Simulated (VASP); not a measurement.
Here is a VASP 6.6.1 calculation.

INCAR

```
ALGO = Normal
EDIFF = 1E-7
EDIFFG = -0.03
ENCUT = 600
GGA = PS
IBRION = 2
ISIF = 3
ISMEAR = -1
LASPH = True
LCHARG = False
LREAL = False
LWAVE = False
NELM = 60
NSW = 80
PREC = Accurate
SIGMA = 0.1
```

KPOINTS

```
k-points
0
Gamma
  8 8 5
```

Contents of POSCAR:

```
Lu
1.0
    3.5031000000      0.0000000000      0.0000000000
   -1.7515500000      3.0337735900      0.0000000000
    0.0000000000      0.0000000000      5.5509000000
Lu
2
Direct
    0.3333333300      0.6666666700      0.2500000000
    0.6666666700      0.3333333300      0.7500000000
```

Potentials or basis: VASP PAW PBE potentials, release 64 (Lu).

Launch:

```bash
$ cat potpaw_PBE.64/Lu/POTCAR > POTCAR
$ mpirun -np 1 vasp_std > vasp.out
```

Question: What does it give for the band gap on the k mesh?

Answer: Zero (band 25 reaches 3.21 eV, above the bottom of band 26 at 1.60 eV).

Question: Predict the relaxed volume.

Answer: 27.74 Å³/atom.

Step by step:
```
step  energy change (eV)  largest force (eV/Å)  pressure (GPa)  volume (Å³)
   1              0.0000                0.0000           -2.76        58.99
   2             -0.0322                0.0000            0.65        54.75
   3             -0.0334                0.0000            0.04        55.39
   4             -0.0338                0.0000            0.37        55.42
   5             -0.0339                0.0000            0.34        55.44
   6             -0.0336                0.0000           -0.18        55.63
   7             -0.0338                0.0000           -0.10        55.52
   8             -0.0339                0.0000           -0.06        55.49
```

Caveat: the PAW data sets were made with another functional, which shifts forces and pressure a little; spin-orbit coupling is left out, which moves the levels of the heavy elements.
